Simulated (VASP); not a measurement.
Write the native input for VASP 6.6.1 that does the following.

- Task: single point
- Functional: PBE
- Potentials or basis: VASP PAW PBE potentials, release 64 (Al, Cu)
- Cutoff: 520 eV
- k mesh: 10 × 10 × 10
- Occupations: gaussian, width 0.15 eV
- Spin: no spin polarisation
- Dipole correction: no
- Further INCAR settings: ALGO = Fast; EDIFF = 1e-07; NBANDS = 26

The structure of Al2Cu lies in POSCAR:

```
Al2Cu
1.0
   -3.1169500000      3.1169500000      2.3436500000
    3.1169500000     -3.1169500000      2.3436500000
    3.1169500000      3.1169500000     -2.3436500000
Al Cu
4 2
Direct
    0.1587211657      0.6587211657      0.8174423314
    0.6587211657      0.8412788343      0.5000000000
    0.8412788343      0.3412788343      0.1825576686
    0.3412788343      0.1587211657      0.5000000000
    0.7500000000      0.7500000000      0.0000000000
    0.2500000000      0.2500000000      0.0000000000
```

The input as run:

INCAR

```
PREC = Accurate
ENCUT = 520
EDIFF = 1E-7
ISMEAR = 0
SIGMA = 0.15
LREAL = F
LASPH = T
NELM = 100
ALGO = Fast
ISIF = 2
LWAVE = F
LCHARG = F
GGA = PE
NBANDS = 26
```

KPOINTS

```
regular mesh
0
Gamma
  10 10 10
```

Potentials or basis: VASP PAW PBE potentials, release 64 (Al, Cu).

The run is started by

```sh
$ cat potpaw_PBE.64/Al/POTCAR potpaw_PBE.64/Cu/POTCAR > POTCAR
$ mpirun -np 1 vasp_std > vasp.out
```

Results of the run:

```yaml
Pressure: -1.1 GPa
Largest_force: 0.164 eV/Å
Band_gap_on_the_k_mesh: zero (bands 17 and 18 overlap by 4.74 eV)
```

Caveat: the stress differs along the axes, from -4 to 6 GPa.

It took 2.7 min on 1 thread of Intel(R) Xeon(R) 6975P-C (Granite Rapids) (shared host), peak memory 0.38 GiB.
